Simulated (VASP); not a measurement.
# SnH5 (P-6m2) in VASP: notebook, part 2 of 2

VASP 6.6.1.

## (3) Relaxation of cell and atoms, PBE

This run uses another cell than the first one, of 19.64 Å³/atom.

INCAR reads:

```
SYSTEM = SnH5
  ALGO = Normal
  EDIFF = 1E-6
  EDIFFG = -0.01
  ENCUT = 600
  GGA = PE
  IBRION = 2
  ISIF = 3
  ISMEAR = 0
  LASPH = .True.
  LCHARG = .False.
  LREAL = .False.
  LWAVE = .False.
  NELM = 60
  NSW = 100
  PREC = Accurate
  SIGMA = 0.1
```

KPOINTS reads:

```
k-points
0
Gamma
  12 12 4
  0 0 0
```

POSCAR reads:

```
SnH5
1.0
    3.5837080925      0.0000000000      0.0000000000
   -1.7918540462      3.1035822478      0.0000000000
    0.0000000000      0.0000000000     10.5964983228
Sn H
1 5
Direct
    0.6666666667      0.3333333333      0.0000000000
    0.0000000000      0.0000000000      0.0000000000
    0.0000000000      0.0000000000      0.3168598125
    0.0000000000      0.0000000000      0.6831401875
    0.0000000000      0.0000000000      0.6122953846
    0.0000000000      0.0000000000      0.3877046154
```

Potentials or basis: VASP PAW PBE potentials, release 64 (Sn_d, H).

Command:

```bash
> cat potpaw_PBE.64/Sn_d/POTCAR potpaw_PBE.64/H/POTCAR > POTCAR
> mpirun -np 1 vasp_std > vasp.out
```

OUTCAR:

```text
SYSTEM = SnH5
   EDIFF = 1E-6
   EDIFFG = -0.01
   ENCUT = 600
   GGA = PE
   IBRION = 2
   ISIF = 3
   ISMEAR = 0
   LASPH = .True.
   LREAL = .False.
   NELM = 60
   NSW = 100
   PREC = Accurate

 ion  position               nearest neighbor table
   1  0.667  0.333  0.000-   2 2.07   2 2.07   2 2.07
   2  0.000  0.000  0.000-   1 2.07   1 2.07   1 2.07
   3  0.000  0.000  0.317-   6 0.75
   4  0.000  0.000  0.683-   5 0.75
   5  0.000  0.000  0.612-   4 0.75
   6  0.000  0.000  0.388-   3 0.75

  LATTYP: Found a hexagonal cell.
 ALAT       =     3.5837080925
 C/A-ratio  =     2.9568530833

  Lattice vectors:

 A1 = (   3.5837080925,   0.0000000000,   0.0000000000)
 A2 = (  -1.7918540462,   3.1035822478,   0.0000000000)
 A3 = (   0.0000000000,   0.0000000000,  10.5964983228)

Analysis of symmetry for initial positions (statically):
[... 406 lines left out ...]
      3     -22.4720      2.00000
      4     -22.4510      2.00000
      5     -22.4510      2.00000
      6     -10.8941      2.00000
      7      -7.4404      2.00000
      8      -7.0808      2.00000
      9      -2.3290      2.00000
     10       0.8970      0.00000
     11       2.4052      0.00000
     12       4.2255      0.00000
     13       4.2255      0.00000
[... 354 lines left out ...]
  band No.  band energies     occupation
      1     -22.5265      2.00000
      2     -22.4765      2.00000
      3     -22.4629      2.00000
      4     -22.4571      2.00000
      5     -22.4118      2.00000
      6      -9.2480      2.00000
      7      -7.0534      2.00000
      8      -6.7248      2.00000
      9      -3.7929      2.00000
     10      -0.8289      0.31143
     11       2.0835      0.00000
     12       2.5522      0.00000
     13       3.6050      0.00000

 [... further k-points ...]

------------------------ aborting loop because EDIFF is reached ----------------------------------------

  FORCE on cell =-STRESS in cart. coord.  units (eV):
  Direction    XX          YY          ZZ          XY          YZ          ZX
  --------------------------------------------------------------------------------------
  -------------------------------------------------------------------------------------
  Total       -0.0235012     -0.0235012      0.0306067     -0.0000000     -0.0000000      0.0000000
  in kB       -0.3003590     -0.3003590      0.3911712     -0.0000000     -0.0000000      0.0000000
  external PRESSURE =      -0.0698490 kB  Pullay stress =       0.0000000 kB
[... 21 lines left out ...]
  FREE ENERGIE OF THE ION-ELECTRON SYSTEM (eV)
  ---------------------------------------------------
  free  energy   TOTEN  =       -19.1635123313 eV

  energy  without entropy=      -19.1582663344  energy(sigma->0) =      -19.16088933

 reached required accuracy - stopping structural energy minimisation
```

CONTCAR:

```text
SnH5
   1.00000000000000
     3.6025169816518985    0.0000000000002842   -0.0000000000000000
    -1.8012584907754410    3.1198712236215695    0.0000000000000000
     0.0000000000000000   -0.0000000000000000   11.1536774575789881
  Sn              H
     1     5
Direct
     0.6666666667000030    0.3333333332999970    0.0000000000000000
     0.0000000000000000    0.0000000000000000    0.0000000000000000
     0.0000000000000000    0.0000000000000000    0.3189249769430871
     0.0000000000000000    0.0000000000000000    0.6810750230569130
     0.0000000000000000    0.0000000000000000    0.6137598625335495
     0.0000000000000000    0.0000000000000000    0.3862401374664504

  0.00000000E+00  0.00000000E+00  0.00000000E+00
  0.00000000E+00  0.00000000E+00  0.00000000E+00
  0.00000000E+00  0.00000000E+00  0.00000000E+00
  0.00000000E+00  0.00000000E+00  0.00000000E+00
  0.00000000E+00  0.00000000E+00  0.00000000E+00
  0.00000000E+00  0.00000000E+00  0.00000000E+00
```

Run time: 50 min. Hardware: 1 thread of AMD EPYC 7R13, shared host; peak memory 0.33 GiB.

What came out:

```
Free energy                           : -19.1635 eV
Relaxed volume                        : 20.89 Å³/atom
Relaxed cell                          : a = 3.603 Å, b = 3.603 Å, c = 11.154 Å, α = 90.00°, β = 90.00°, γ = 120.00°
Space group after relaxing (to 0.1 Å) : P-6m2 (No. 187)
Energy gained by relaxing             : 1.1 meV/atom
Ionic steps                           : 29
Pressure after relaxing               : 0.0 GPa
Largest force after relaxing          : 0.009 eV/Å
Band gap on the k mesh                : zero (an odd number of electrons rules out a gap without spin polarisation)
```

Forces in eV/Å, atoms in the order of the input:
```
Sn   0.000  0.000  0.000
H    0.000  0.000  0.000
H    0.000  0.000  0.009
H    0.000  0.000 -0.009
H    0.000  0.000  0.007
H    0.000  0.000 -0.007
```

The path:
| step | energy change (eV) | largest force (eV/Å) | pressure (GPa) | volume (Å³) |
| --- | --- | --- | --- | --- |
| 1 | 0.0000 | 0.0025 | 0.27 | 117.86 |
| 2 | -0.0007 | 0.0424 | 0.16 | 118.43 |
| 3 | -0.0013 | 0.1006 | 0.04 | 119.24 |
| 4 | -0.0016 | 0.0475 | 0.05 | 119.49 |
| 5 | -0.0018 | 0.0059 | 0.06 | 119.73 |
| 6 | -0.0018 | 0.0228 | 0.06 | 119.81 |
| 7 | -0.0019 | 0.0205 | 0.05 | 119.98 |
| 8 | -0.0022 | 0.0139 | 0.01 | 120.49 |
| 9 | -0.0024 | 0.0013 | -0.07 | 121.51 |
| 10 | -0.0028 | 0.0270 | -0.08 | 121.65 |
| 11 | -0.0034 | 0.0824 | -0.09 | 121.95 |
| 12 | -0.0037 | 0.1910 | -0.11 | 122.53 |
| 13 | -0.0037 | 0.1607 | -0.09 | 122.37 |
| 14 | -0.0038 | 0.1577 | -0.09 | 122.39 |
| 15 | -0.0040 | 0.1493 | -0.08 | 122.46 |
| 16 | -0.0044 | 0.1324 | -0.06 | 122.59 |
| 17 | -0.0050 | 0.0974 | -0.01 | 122.87 |
| 18 | -0.0056 | 0.0245 | 0.10 | 123.40 |
| 19 | -0.0057 | 0.0077 | 0.13 | 123.52 |
| 20 | -0.0057 | 0.0047 | 0.12 | 123.58 |
| 21 | -0.0058 | 0.0073 | 0.12 | 123.74 |
| 22 | -0.0060 | 0.0259 | 0.10 | 124.08 |
| 23 | -0.0062 | 0.0636 | 0.08 | 124.74 |
| 24 | -0.0063 | 0.0537 | 0.07 | 124.82 |
| 25 | -0.0064 | 0.0238 | 0.03 | 125.07 |
| 26 | -0.0064 | 0.0378 | -0.04 | 125.56 |
| 27 | -0.0064 | 0.0134 | -0.01 | 125.35 |
| 28 | -0.0064 | 0.0148 | -0.01 | 125.37 |
| 29 | -0.0064 | 0.0093 | -0.01 | 125.36 |

Final structure:
```
Sn H
1.0
     3.60252    0.00000    0.00000
    -1.80126    3.11987    0.00000
     0.00000    0.00000   11.15368
Sn H
1 5
Direct
  0.66667 0.33333 0.00000
  0.00000 0.00000 0.00000
  0.00000 0.00000 0.31892
  0.00000 0.00000 0.68107
  0.00000 0.00000 0.61376
  0.00000 0.00000 0.38624
```

Caveat: spin-orbit coupling is left out, which moves the levels of the heavy elements.

## (4) Relaxation of cell and atoms, PBE

INCAR reads:

```
SYSTEM = SnH5
PREC = Accurate ; ENCUT = 600
EDIFF = 1E-6 ; ISMEAR = 0
SIGMA = 0.1 ; LREAL = .False.
LASPH = .True. ; NELM = 60
ALGO = Normal ; ISIF = 3
LWAVE = .False. ; LCHARG = .False.
GGA = PE ; IBRION = 2
NSW = 100 ; EDIFFG = -0.01
```

KPOINTS reads:

```
Automatic mesh
0
Gamma
  12 12 4
  0 0 0
```

POSCAR reads:

```
SnH5
1.0
    3.6035109421      0.0000000000      0.0000000000
   -1.8017554710      3.1207320187      0.0000000000
    0.0000000000      0.0000000000     11.6994756217
Sn H
1 5
Direct
    0.6666666667      0.3333333333      0.0000000000
    0.0000000000      0.0000000000      0.0000000000
    0.0000000000      0.0000000000      0.3228451991
    0.0000000000      0.0000000000      0.6771548009
    0.0000000000      0.0000000000      0.6129881991
    0.0000000000      0.0000000000      0.3870118009
```

Potentials or basis: VASP PAW PBE potentials, release 64 (Sn_d, H).

Command:

```bash
> cat potpaw_PBE.64/Sn_d/POTCAR potpaw_PBE.64/H/POTCAR > POTCAR
> mpirun -np 1 vasp_std > vasp.out
```

OUTCAR:

```text
SYSTEM = SnH5
   PREC = Accurate
   ENCUT = 600
   EDIFF = 1E-6
   ISMEAR = 0
   LREAL = .False.
   LASPH = .True.
   NELM = 60
   ISIF = 3
   GGA = PE
   IBRION = 2
   NSW = 100
   EDIFFG = -0.01

 ion  position               nearest neighbor table
   1  0.667  0.333  0.000-   2 2.08   2 2.08   2 2.08
   2  0.000  0.000  0.000-   1 2.08   1 2.08   1 2.08
   3  0.000  0.000  0.323-   6 0.75
   4  0.000  0.000  0.677-   5 0.75
   5  0.000  0.000  0.613-   4 0.75
   6  0.000  0.000  0.387-   3 0.75

  LATTYP: Found a hexagonal cell.
 ALAT       =     3.6035109421
 C/A-ratio  =     3.2466879690

  Lattice vectors:

 A1 = (   3.6035109421,   0.0000000000,   0.0000000000)
 A2 = (  -1.8017554710,   3.1207320187,   0.0000000000)
 A3 = (   0.0000000000,   0.0000000000,  11.6994756217)

Analysis of symmetry for initial positions (statically):
[... 284 lines left out ...]
      3     -22.6427      2.00000
      4     -22.6221      2.00000
      5     -22.6221      2.00000
      6     -11.0571      2.00000
      7      -7.5544      2.00000
      8      -7.2442      2.00000
      9      -2.5225      2.00000
     10       0.7102      0.00000
     11       2.1675      0.00000
     12       4.0533      0.00000
     13       4.0699      0.00000
[... 354 lines left out ...]
  band No.  band energies     occupation
      1     -22.6974      2.00000
      2     -22.6476      2.00000
      3     -22.6338      2.00000
      4     -22.6282      2.00000
      5     -22.5827      2.00000
      6      -9.4115      2.00000
      7      -7.1682      2.00000
      8      -6.8946      2.00000
      9      -3.9610      2.00000
     10      -0.9996      0.32725
     11       1.9140      0.00000
     12       2.3746      0.00000
     13       3.4204      0.00000

 [... further k-points ...]

------------------------ aborting loop because EDIFF is reached ----------------------------------------

  FORCE on cell =-STRESS in cart. coord.  units (eV):
  Direction    XX          YY          ZZ          XY          YZ          ZX
  --------------------------------------------------------------------------------------
  -------------------------------------------------------------------------------------
  Total       -0.0179169     -0.0179169      0.0064620     -0.0000000      0.0000000      0.0000000
  in kB       -0.2182226     -0.2182226      0.0787050     -0.0000000      0.0000000      0.0000000
  external PRESSURE =      -0.1192467 kB  Pullay stress =       0.0000000 kB
[... 21 lines left out ...]
  FREE ENERGIE OF THE ION-ELECTRON SYSTEM (eV)
  ---------------------------------------------------
  free  energy   TOTEN  =       -19.1685957339 eV

  energy  without entropy=      -19.1632947509  energy(sigma->0) =      -19.16594524

 reached required accuracy - stopping structural energy minimisation
```

OSZICAR:

```text
N       E                     dE             d eps       ncg     rms          rms(c)
DAV:   1     0.921474146568E+02    0.92147E+02   -0.89686E+03  1482   0.140E+03
DAV:   2    -0.108871741937E+02   -0.10303E+03   -0.10125E+03  1567   0.288E+02
DAV:   3    -0.205621538844E+02   -0.96750E+01   -0.96073E+01  1807   0.983E+01
[... 19 lines left out ...]
       N       E                     dE             d eps       ncg     rms          rms(c)
DAV:   1    -0.191686182489E+02   -0.69056E-04   -0.10723E-03  1987   0.484E-01    0.267E-02
DAV:   2    -0.191686005586E+02    0.17690E-04   -0.32799E-05  1772   0.105E-01    0.125E-02
DAV:   3    -0.191685964402E+02    0.41183E-05   -0.14960E-05  1922   0.634E-02    0.198E-03
DAV:   4    -0.191685957339E+02    0.70631E-06   -0.74455E-07   839   0.126E-02
   3 F= -.19168596E+02 E0= -.19165945E+02  d E =-.991367E-05
```

Wall time 3.6 min (1 thread of AMD EPYC 7R13, shared host); peak memory 0.34 GiB.

What came out:

- Free energy: -19.1686 eV
- Relaxed volume: 21.92 Å³/atom
- Relaxed cell: a = 3.603 Å, b = 3.603 Å, c = 11.699 Å, α = 90.00°, β = 90.00°, γ = 120.00°
- Space group after relaxing (to 0.1 Å): P-6m2 (No. 187)
- Energy gained by relaxing: 0.0 meV/atom
- Ionic steps: 3
- Pressure after relaxing: 0.0 GPa
- Band gap on the k mesh: zero (an odd number of electrons rules out a gap without spin polarisation)

Forces in eV/Å, atoms in the order of the input:
```
Sn   0.000  0.000  0.000
H    0.000  0.000  0.000
H    0.000  0.000 -0.002
H    0.000  0.000  0.002
H    0.000  0.000 -0.002
H    0.000  0.000  0.002
```

Final structure:
```
Sn H
1.0
     3.60330    0.00000    0.00000
    -1.80165    3.12055    0.00000
     0.00000    0.00000   11.69881
Sn H
1 5
Direct
  0.66667 0.33333 0.00000
  0.00000 0.00000 0.00000
  0.00000 0.00000 0.32287
  0.00000 0.00000 0.67713
  0.00000 0.00000 0.61301
  0.00000 0.00000 0.38699
```

Caveat: spin-orbit coupling is left out, which moves the levels of the heavy elements.

## (5) The runs side by side

```csv
task,cell,cutoff (eV),gap on the mesh (eV),pressure (GPa),relaxed volume (Å³/atom),largest force (eV/Å)
single point,"a = 3.604, b = 3.604, c = 11.699 Å, angles 90.0, 90.0, 120.0°, 6 atoms, atomic positions A",520,none,-0.1,-,0.01
relaxation of cell and atoms,"relaxed from a = 3.584, b = 3.584, c = 10.596 Å, angles 90.0, 90.0, 120.0°, 6 atoms, atomic positions B",600,none,0.0,20.89,0.01
relaxation of cell and atoms,"relaxed from a = 3.604, b = 3.604, c = 11.699 Å, angles 90.0, 90.0, 120.0°, 6 atoms, atomic positions A",600,none,0.0,21.92,-
```

Alike in all rows: level PBE; potentials or basis VASP PAW PBE potentials, release 64 (Sn_d, H); no spin polarisation; k mesh 12 × 12 × 4; smearing gaussian 0.1 eV.

Caveats: spin-orbit coupling is left out, which moves the levels of the heavy elements.

Total energies depend on the potentials used, so only differences within one code and one set of settings carry meaning.
